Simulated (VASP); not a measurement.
Write the native input for VASP 6.6.1 that does the following.

* Task: relaxation of cell and atoms
* Functional: PBE
* Potentials or basis: VASP PAW PBE potentials, release 64 (Ta_pv, Sn_d)
* Cutoff: 600 eV
* k mesh: 4 × 4 × 8
* Occupations: gaussian, width 0.1 eV
* Spin: no spin polarisation
* Dipole correction: no
* Further INCAR settings: ALGO = Fast; EDIFF = 1e-06; IBRION = 2; EDIFFG = -0.01; NSW = 100; ISIF = 3

The structure of Ta2Sn3 lies in POSCAR:

```
Ta2Sn3
1.0
    7.4463758839      0.0000000000      0.0000000000
    0.0000000000      7.4463758839      0.0000000000
    0.0000000000      0.0000000000      3.9370169511
Ta Sn
4 6
Direct
    0.3581296308      0.8581296308      0.0000000000
    0.6418703692      0.1418703692      0.0000000000
    0.1418703692      0.3581296308      0.0000000000
    0.8581296308      0.6418703692      0.0000000000
    0.8462842645      0.3462842645      0.5000000000
    0.1537157355      0.6537157355      0.5000000000
    0.3462842645      0.1537157355      0.5000000000
    0.6537157355      0.8462842645      0.5000000000
    0.0000000000      0.0000000000      0.0000000000
    0.5000000000      0.5000000000      0.0000000000
```

The input as run:

INCAR

```
  PREC = Accurate
  ENCUT = 600
  EDIFF = 1E-6
  ISMEAR = 0
  SIGMA = 0.1
  LREAL = False
  LASPH = True
  NELM = 80
  ALGO = Fast
  ISIF = 3
  LWAVE = False
  LCHARG = False
  GGA = PE
  IBRION = 2
  NSW = 100
  EDIFFG = -0.01
```

KPOINTS

```
regular mesh
0
Gamma
  4 4 8
```

Potentials or basis: VASP PAW PBE potentials, release 64 (Ta_pv, Sn_d).

Launch:

```bash
$ cat potpaw_PBE.64/Ta_pv/POTCAR potpaw_PBE.64/Sn_d/POTCAR > POTCAR
$ mpirun -np 1 vasp_std > vasp.out
```

Results of the run:

The relaxed volume is 21.87 Å³/atom, the relaxed cell is a = 7.434 Å, b = 7.434 Å, c = 3.957 Å, α = 90.00°, β = 90.00°, γ = 90.00° and the space group after relaxing (to 0.1 Å) is P4/mbm (No. 127). The energy gained by relaxing is 0.9 meV/atom and the ionic steps are 11. The pressure after relaxing is 0.0 GPa. The largest force after relaxing is 0.004 eV/Å and the band gap on the k mesh is zero (bands 64 and 65 overlap by 0.63 eV).

Caveat: spin-orbit coupling is left out, which moves the levels of the heavy elements.

Wall time 2.2 h on 1 thread of Oxide Virtual Turin-like Processor, on a shared host, peak memory 0.63 GiB.
